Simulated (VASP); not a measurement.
## HfO2: single point with r2SCAN

The system is HfO2.

```
CELL_PARAMETERS angstrom
0.00000 2.45331 2.55931
2.45331 0.00000 2.55931
2.45331 2.45331 0.00000
ATOMIC_POSITIONS crystal
Hf 0.00000 0.00000 0.00000
O 0.25000 0.25000 0.25000
O 0.75000 0.75000 0.75000
```

This cell differs from its parent crystal: epitaxial xy strain -3.0%.

| Item | Value |
| --- | --- |
| Program | VASP 6.6.1 |
| Task | single point |
| Functional | r2SCAN |
| Potentials or basis | VASP PAW PBE potentials, release 64 (Hf_pv, O) |
| Cutoff | 520 eV |
| k mesh | 8 × 8 × 8 |
| Occupations | gaussian, width 0.01 eV |
| Spin | non-collinear spin, zero start, spin-orbit coupling |
| Starting moments | [[0.0, 0.0, 0.0], [0.0, 0.0, 0.0], [0.0, 0.0, 0.0]] μB |
| Dipole correction | no |
| Further INCAR settings | ALGO = Normal; EDIFF = 1e-06; NBANDS = 35 |

| Quantity | Value |
| --- | --- |
| Pressure | 10.6 GPa |
| Net moment | 0.00 μB per cell |
| Valence electrons inside the program's atomic spheres | Hf 8.41; O 5.19 |

Stress tensor (GPa, compression positive):
```
18.12  0.00  0.00
 0.00 18.12  0.00
 0.00  0.00 -4.50
```

Moments on the atoms (μB; x, y, z):
```
Hf  0.00 0.00 0.00
O   0.00 0.00 0.00
O   0.00 0.00 0.00
```

Wall time 19 min on 1 thread of Oxide Virtual Turin-like Processor, on a shared host, peak memory 0.31 GiB.

Caveat: the cell differs from its parent crystal (epitaxial xy strain -3.0%); the PAW data sets were made with another functional, which shifts forces and pressure a little.
